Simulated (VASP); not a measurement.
A run of VASP 6.6.1 is set up as follows.

File POSCAR:

```
O
1.0
    1.7755910000      0.0000000000      0.0000000000
    0.0000000000      1.7755910000      0.0000000000
    0.0000000000      0.0000000000      3.0530510000
O
1
Direct
    0.0000000000      0.0000000000      0.0000000000
```

The input INCAR.step1:

```
SYSTEM = O
PREC = Accurate ; ENCUT = 520
ISMEAR = -1 ; SIGMA = 0.1
LREAL = .FALSE. ; LASPH = .TRUE.
NELM = 60 ; NBANDS = 9
GGA = PE ; ALGO = Normal
EDIFF = 1E-4 ; LWAVE = .TRUE.
LCHARG = .FALSE.
```

Contents of INCAR.step2:

```
SYSTEM = O
PREC = Accurate ; ENCUT = 520
EDIFF = 1E-7 ; ISMEAR = -1
SIGMA = 0.1 ; LREAL = .FALSE.
LASPH = .TRUE. ; NELM = 60
ALGO = Normal ; ISIF = 2
LWAVE = .FALSE. ; LCHARG = .FALSE.
METAGGA = R2SCAN ; LMIXTAU = .TRUE.
NBANDS = 9 ; ISTART = 1
```

KPOINTS

```
Automatic mesh
0
G
  7 7 4
  0 0 0
```

Potentials or basis: VASP PAW PBE potentials, release 64 (O).

The run is started by

```console
$ cat potpaw_PBE.64/O/POTCAR > POTCAR
$ cp INCAR.step1 INCAR
$ mpirun -np 1 vasp_std > vasp.out
$ cp INCAR.step2 INCAR
$ mpirun -np 1 vasp_std > vasp.out
```

Q: Predict the band gap on the k mesh.

A: Zero (band 3 reaches 4.42 eV, above the bottom of band 4 at -1.37 eV).

Q: Estimate the pressure.

A: 1.6 GPa.

Stress tensor (GPa, compression positive):
```
 2.95  0.00  0.00
 0.00  2.95  0.00
 0.00  0.00 -1.17
```

Caveat: the k points lie up to 0.51 Å⁻¹ apart; the PAW data sets were made with another functional, which shifts forces and pressure a little.
